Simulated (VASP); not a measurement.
# WC (Qusongite) (P-6m2) in VASP: settings compared, part 2 of 3

VASP 6.6.1. The steps go on from the part before.

### Step 5. Single point, r2SCAN

This run uses another cell than the first one, of 9.75 Å³/atom, 0.922 times its volume.

Input file POSCAR:

```
WC
1.0
    2.8471670250      0.0000000000      0.0000000000
   -1.4235835125      2.4657189725      0.0000000000
    0.0000000000      0.0000000000      2.7786939560
W C
1 1
Direct
    0.0000000000      0.0000000000      0.0000000000
    0.6666666667      0.3333333333      0.5000000000
```

Input file INCAR.step1:

```
PREC = Accurate
ENCUT = 520
ISMEAR = -1
SIGMA = 0.05
LREAL = F
LASPH = T
NELM = 100
NBANDS = 16
GGA = PE
ALGO = Normal
EDIFF = 1E-4
LWAVE = T
LCHARG = F
```

Input file INCAR.step2:

```
PREC = Accurate
ENCUT = 520
EDIFF = 1E-6
ISMEAR = -1
SIGMA = 0.05
LREAL = F
LASPH = T
NELM = 100
ALGO = Normal
ISIF = 2
LWAVE = F
LCHARG = F
METAGGA = R2SCAN
LMIXTAU = T
NBANDS = 16
ISTART = 1
```

Input file KPOINTS:

```
regular mesh
0
Gamma
  10 10 9
```

Potentials or basis: VASP PAW PBE potentials, release 64 (W_sv, C).

Started as:

```
$ cat potpaw_PBE.64/W_sv/POTCAR potpaw_PBE.64/C/POTCAR > POTCAR
$ cp INCAR.step1 INCAR
$ mpirun -np 1 vasp_std > vasp.out
$ cp INCAR.step2 INCAR
$ mpirun -np 1 vasp_std > vasp.out
```

OUTCAR:

```text
PREC = Accurate
   ENCUT = 520
   EDIFF = 1E-6
   ISMEAR = -1
   LREAL = F
   LASPH = T
   NELM = 100
   ISIF = 2
   METAGGA = R2SCAN
   ISTART = 1

 ion  position               nearest neighbor table
   1  0.000  0.000  0.000-   2 2.15   2 2.15   2 2.15   2 2.15   2 2.15   2 2.15
   2  0.667  0.333  0.500-   1 2.15   1 2.15   1 2.15   1 2.15   1 2.15   1 2.15

  LATTYP: Found a hexagonal cell.
 ALAT       =     2.8471670250
 C/A-ratio  =     0.9759504559

  Lattice vectors:

 A1 = (   2.8471670250,   0.0000000000,   0.0000000000)
 A2 = (  -1.4235835125,   2.4657189725,   0.0000000000)
 A3 = (   0.0000000000,   0.0000000000,   2.7786939560)

Analysis of symmetry for initial positions (statically):
=====================================================================
 Subroutine PRICEL returns:
 Original cell was already a primitive cell.

 Routine SETGRP: Setting up the symmetry group for a
 hexagonal supercell.

 Subroutine GETGRP returns: Found 12 space group operations
 (whereof 12 operations were pure point group operations)
 out of a pool of 24 trial point group operations.

The static configuration has the point symmetry D_3h.

Analysis of symmetry for dynamics (positions and initial velocities):
=====================================================================
 Subroutine PRICEL returns:
 Original cell was already a primitive cell.

 Routine SETGRP: Setting up the symmetry group for a
 hexagonal supercell.

 Subroutine GETGRP returns: Found 12 space group operations
 (whereof 12 operations were pure point group operations)
 out of a pool of 24 trial point group operations.

The dynamic configuration has the point symmetry D_3h.

 Subroutine INISYM returns: Found 12 space group operations
 (whereof 12 operations are pure point group operations),
 and found     1 'primitive' translations

----------------------------------------------------------------------------------------

                                     Primitive cell

  volume of cell :      19.5073

  direct lattice vectors                    reciprocal lattice vectors
     2.847167025  0.000000000  0.000000000     0.351226321  0.202780611  0.000000000
    -1.423583513  2.465718972  0.000000000     0.000000000  0.405561222  0.000000000
     0.000000000  0.000000000  2.778693956     0.000000000  0.000000000  0.359881302

  length of vectors
     2.847167025  2.847167025  2.778693956     0.405561222  0.405561222  0.359881302

  position of ions in fractional coordinates (direct lattice)
     0.000000000  0.000000000  0.000000000
     0.666666667  0.333333333  0.500000000

  ion indices of the primitive-cell ions
   primitive index   ion index
                 1           1
                 2           2

----------------------------------------------------------------------------------------

 KPOINTS: regular mesh

Automatic generation of k-mesh.
 Grid dimensions read from file:
 generate k-points for:   10   10    9

 Generating k-lattice:

  Cartesian coordinates                     Fractional coordinates (reciprocal lattice)
     0.035122632  0.020278061  0.000000000     0.100000000  0.000000000  0.000000000
     0.000000000  0.040556122  0.000000000     0.000000000  0.100000000  0.000000000
     0.000000000  0.000000000  0.039986811     0.000000000  0.000000000  0.111111111

  Length of vectors
     0.040556122  0.040556122  0.039986811

  Shift w.r.t. Gamma in fractional coordinates (k-lattice)
     0.000000000  0.000000000  0.000000000

 Subroutine IBZKPT returns following result:
 ===========================================

 Found     70 irreducible k-points:

 Following reciprocal coordinates:
            Coordinates               Weight
  0.000000  0.000000  0.000000      1.000000
  0.100000 -0.000000  0.000000      6.000000
  0.200000 -0.000000  0.000000      6.000000
  0.300000  0.000000  0.000000      6.000000
  0.400000  0.000000  0.000000      6.000000
  0.500000  0.000000  0.000000      3.000000
[... 16 lines left out ...]
  0.300000  0.100000  0.111111     24.000000
  0.400000  0.100000  0.111111     24.000000
 [... further k-points ...]
   k-points           NKPTS =     70   k-points in BZ     NKDIM =     70   number of bands    NBANDS=     16
   number of dos      NEDOS =    301   number of ions     NIONS =      2
   total plane-waves  NPLWV =  13824
   dimension x,y,z NGX =    24 NGY =   24 NGZ =   24
   dimension x,y,z NGXF=    48 NGYF=   48 NGZF=   48
   ions per type =               1   1
   NGX,Y,Z   is equivalent  to a cutoff of  14.01, 14.01, 14.36 a.u.
   NGXF,Y,Z  is equivalent  to a cutoff of  28.03, 28.03, 28.72 a.u.
 SYSTEM =  unknown system
   PREC   = accura    normal or accurate (medium, high low for compatibility)
   ISTART =      1    job   : 0-new  1-cont  2-samecut
   ICHARG =      0    charge: 1-file 2-atom 10-const
   ISPIN  =      1    spin polarized calculation?
   LNONCOLLINEAR =      F non collinear calculations
   LSORBIT =      F    spin-orbit coupling
   LASPH  =      T    aspherical Exc in radial PAW
   ENCUT  =  520.0 eV  38.22 Ry    6.18 a.u.   5.29  5.29  5.17*2*pi/ulx,y,z
   NELM   =    100;   NELMIN=  2; NELMDL=  0     # of ELM steps
   EDIFF  = 0.1E-05   stopping-criterion for ELM
   LREAL  =      F    real-space projection
   EDIFFG = 0.1E-04   stopping-criterion for IOM
   NSW    =      0    number of steps for IOM
   IBRION =     -1    ionic relax: 0-MD 1-quasi-New 2-CG
   NFREE  =      0    steps in history (QN), initial steepest desc. (CG)
   ISIF   =      2    stress and relaxation
   ISYM   =      2    0-nonsym 1-usesym 2-fastsym
   POTIM  = 0.5000    time-step for ionic-motion
   TEBEG  =    0.0;   TEEND  =   0.0 temperature during run
   PSTRESS=    0.0 pullay stress
   NELECT =      18.0000    total number of electrons
   NUPDOWN=      -1.0000    fix difference up-down
   EMIN   =  10.00;   EMAX   =-10.00  energy-range for DOS
[... 5 lines left out ...]
     AMIX     =   0.40;   BMIX     =  1.00
     AMIX_MAG =   1.60;   BMIX_MAG =  1.00
  volume/ion in A,a.u.               =       9.75        65.82
  Fermi-wavevector in a.u.,A,eV,Ry     =   1.593798  3.011841 34.561407  2.540192
  Thomas-Fermi vector in A             =   2.691972
   LORBIT       =      0    0 simple, 1 ext, 2 COOP (PROOUT), +10 PAW based schemes
   METAGGA = R2SCAN    functional components
   LHFCALC =     F    Hartree Fock is set to
   AEXX    =    0.0000 exact exchange contribution
   IVDW    =     0    specifies the selected vdW correction
   LEPSILON=     F    determine dielectric tensor
   LRPA    =     F    only Hartree local field effects (RPA)
 non-spin polarized calculation
  energy-cutoff  :      520.00
  volume of cell :       19.51
 maximum number of plane-waves:       541
 NGX is ok and might be reduce to    24
   NGX = 11   NGY = 11   NGZ = 11

 number of electron      18.0000000 magnetization

 Free energy of the ion-electron system (eV)
  ---------------------------------------------------
  ext. energy  EPLUGINS =         0.00000000
  ---------------------------------------------------
  free energy    TOTEN  =       -61.48019302 eV

  energy without entropy =      -61.47843433  energy(sigma->0) =      -61.47931367

 E-fermi :  11.8716     XC(G=0): -15.3709

 val. band max:       11.8567779193   @ k =   0.4000   0.2000   0.0000
 cond. band min:      11.9045802547   @ k =   0.1000  -0.0000   0.3333
 fundamental gap:      0.0478023354
 Fermi energy:        11.8716409748

 k-point     1 :       0.0000    0.0000    0.0000
  band No.  band energies     occupation
      1     -63.9431      2.00000
      2     -27.2479      2.00000
      3     -27.1109      2.00000
      4     -27.1109      2.00000
      5      -3.8672      2.00000
      6       6.9928      2.00000
[... 8 lines left out ...]
     15      27.8005      0.00000
     16      30.0518      0.00000

 k-point     2 :       0.1000   -0.0000    0.0000
  band No.  band energies     occupation
      1     -63.9348      2.00000
      2     -27.2336      2.00000
      3     -27.2205      2.00000
      4     -27.1352      2.00000
      5      -3.5753      2.00000
      6       7.0496      2.00000
[... 8 lines left out ...]
     15      27.2171      0.00000
     16      30.6709      0.00000
[... 387 lines left out ...]
      5      -0.8520      2.00000
      6       4.9077      2.00000
[... 8 lines left out ...]
     15      27.7578      0.00000
     16      30.1653      0.00000

 k-point    24 :       0.4000    0.1000    0.1111
  band No.  band energies     occupation
      1     -63.8489      2.00000
      2     -28.1134      2.00000
      3     -27.4079      2.00000
      4     -27.2065      2.00000
      5      -0.1395      2.00000
      6       4.3371      2.00000
[... 8 lines left out ...]
     15      27.0150      0.00000
     16      31.2141      0.00000

 [... further k-points ...]
[... 5 lines left out ...]
  --------------------------------------------------------------------------------------
  -------------------------------------------------------------------------------------
  Total        3.9090809      3.9090809      4.2339552      0.0000000      0.0000000     -0.0000000
  in kB      321.0613353    321.0613353    347.7439691      0.0000000      0.0000000     -0.0000000
  external PRESSURE =     329.9555466 kB  Pullay stress =       0.0000000 kB

 VOLUME and BASIS-vectors are now :
 -----------------------------------------------------------------------------
  energy-cutoff  :      520.00
  volume of cell :       19.51
      direct lattice vectors                 reciprocal lattice vectors
     2.847167025  0.000000000  0.000000000     0.351226321  0.202780611  0.000000000
    -1.423583513  2.465718972  0.000000000     0.000000000  0.405561222  0.000000000
     0.000000000  0.000000000  2.778693956     0.000000000  0.000000000  0.359881302

 POSITION                                       TOTAL-FORCE (eV/Angst)
 -----------------------------------------------------------------------------------
      0.00000      0.00000      0.00000        -0.000000      0.000000      0.000000
      1.42358      0.82191      1.38935         0.000000     -0.000000      0.000000
 -----------------------------------------------------------------------------------
    total drift:                               -0.000000      0.000000      0.000000

  FREE ENERGIE OF THE ION-ELECTRON SYSTEM (eV)
  ---------------------------------------------------
  free  energy   TOTEN  =       -61.4801930154 eV

  energy  without entropy=      -61.4784343305  energy(sigma->0) =      -61.47931367
```

OUTCAR.step1:

```text
PREC = Accurate
   ENCUT = 520
   ISMEAR = -1
   LREAL = F
   LASPH = T
   NELM = 100
[... 676 lines left out ...]
 -----------------------------------------------------------------------------------
      0.00000      0.00000      0.00000         0.000000      0.000000      0.000000
      1.42358      0.82191      1.38935         0.000000      0.000000      0.000000
 -----------------------------------------------------------------------------------
    total drift:                               -0.000000      0.000000      0.000000

  FREE ENERGIE OF THE ION-ELECTRON SYSTEM (eV)
  ---------------------------------------------------
  free  energy   TOTEN  =       -22.2852874802 eV

  energy  without entropy=      -22.2832377334  energy(sigma->0) =      -22.28426261
```

OSZICAR.step1:

```text
N       E                     dE             d eps       ncg     rms          rms(c)
DAV:   1     0.108313885306E+03    0.10831E+03   -0.94678E+03  2240   0.127E+03
DAV:   2    -0.221292420333E+02   -0.13044E+03   -0.12600E+03  2624   0.338E+02
DAV:   3    -0.253220088144E+02   -0.31928E+01   -0.31829E+01  2520   0.499E+01
DAV:   4    -0.253371828027E+02   -0.15174E-01   -0.15173E-01  2848   0.389E+00
DAV:   5    -0.253372870283E+02   -0.10423E-03   -0.10422E-03  2536   0.304E-01    0.368E+01
DAV:   6    -0.223483393674E+02    0.29889E+01   -0.54466E+00  2672   0.257E+01    0.106E+01
DAV:   7    -0.223119379598E+02    0.36401E-01   -0.38373E-01  2304   0.474E+00    0.711E+00
DAV:   8    -0.222865552137E+02    0.25383E-01   -0.44159E-02  2496   0.176E+00    0.122E+00
DAV:   9    -0.222853067827E+02    0.12484E-02   -0.28928E-03  2456   0.376E-01    0.101E-01
DAV:  10    -0.222852874802E+02    0.19302E-04   -0.26597E-04  2512   0.184E-01
   1 F= -.22285287E+02 E0= -.22284263E+02  d E =-.204975E-02
```

Run time: 74 s. Hardware: 1 thread of Intel Xeon 8259CL, shared host; peak memory 0.16 GiB.

What came out:

- Free energy: -61.4802 eV
- Pressure: 33.0 GPa
- Band gap on the k mesh: zero (band 9 reaches 12.59 eV, above the bottom of band 10 at 11.27 eV)

Caveat: the PAW data sets were made with another functional, which shifts forces and pressure a little; spin-orbit coupling is left out, which moves the levels of the heavy elements.

(Continued in part 3 of 3.)
